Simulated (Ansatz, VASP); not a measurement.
**AlN: VASP beside Ansatz**

Contents of INCAR:

```
ALGO     = Normal         # electronic algorithm
EDIFF    = 1E-6           # SCF threshold, eV
ENCUT    = 520            # plane-wave cutoff, eV
GGA      = PS             # functional
ISIF     = 2              # what is computed and relaxed
ISMEAR   = -1             # smearing method
LASPH    = T              # aspherical terms in the spheres
LCHARG   = F              # write CHGCAR
LREAL    = F              # projectors in reciprocal space
LWAVE    = F              # write WAVECAR
NBANDS   = 16             # bands
NELM     = 100            # most SCF steps
PREC     = Accurate       # precision mode
SIGMA    = 0.05           # smearing width, eV
```

The input KPOINTS:

```
k-points
0
Gamma
  9 9 7
```

File POSCAR:

```
AlN
1.0
    3.2898861073      0.0000000000      0.0000000000
   -1.6449430536      2.8491249445      0.0000000000
    0.0000000000      0.0000000000      4.1594577035
Al N
2 2
Direct
    0.6666666667      0.3333333333      0.2500000000
    0.3333333333      0.6666666667      0.7500000000
    0.6666666667      0.3333333333      0.7500000000
    0.3333333333      0.6666666667      0.2500000000
```

File input.yaml:

```yaml
crystal:
  lattice:
    - [3.2898861073, 0.0, 0.0]
    - [-1.6449430536, 2.8491249445, 0.0]
    - [0.0, 0.0, 4.1594577035]
  atoms:
    - { symbol: Al, position: [0.6666666667, 0.3333333333, 0.25] }
    - { symbol: Al, position: [0.3333333333, 0.6666666667, 0.75] }
    - { symbol: "N", position: [0.6666666667, 0.3333333333, 0.75] }
    - { symbol: "N", position: [0.3333333333, 0.6666666667, 0.25] }
kpoints:
  mp_grid: { grid: [9, 9, 7] }
scf:
  occupations: { method: fermi_dirac, width: 0.05 }
hamiltonian:
  xc: pbesol
  pseudopotentials: { kind: all_electron, lapw: { basis_error: 0.002 } }
output:
  forces: true
  stress: true
  eigenvalues: true
```

Change from the starting cell: volume scaled by 0.98.

Alike in both runs: task single point; functional PBEsol; k mesh 9 × 9 × 7; occupations fermi-dirac, width 0.05 eV; no spin polarisation.

```csv
,VASP,Ansatz
version,VASP 6.6.1,Ansatz 0.2.0
potentials or method,"VASP PAW PBE potentials, release 64 (Al, N), cutoff 520 eV","all-electron LAPW, scalar-relativistic"
```

```tsv
	VASP	Ansatz	Ansatz less VASP
gap on the k mesh at the Fermi level (eV)	3.34	3.33	-0.003
least direct gap on the mesh (eV)	3.34	3.33	-0.003
pressure (GPa)	0.7	0.7	0.00
traceless stress, the component that is largest in VASP (GPa)	-1.20	-1.06	+0.145
```

VASP's potentials were made for PBE, not for PBEsol. Ansatz ran all-electron here, and VASP with PAW potentials.
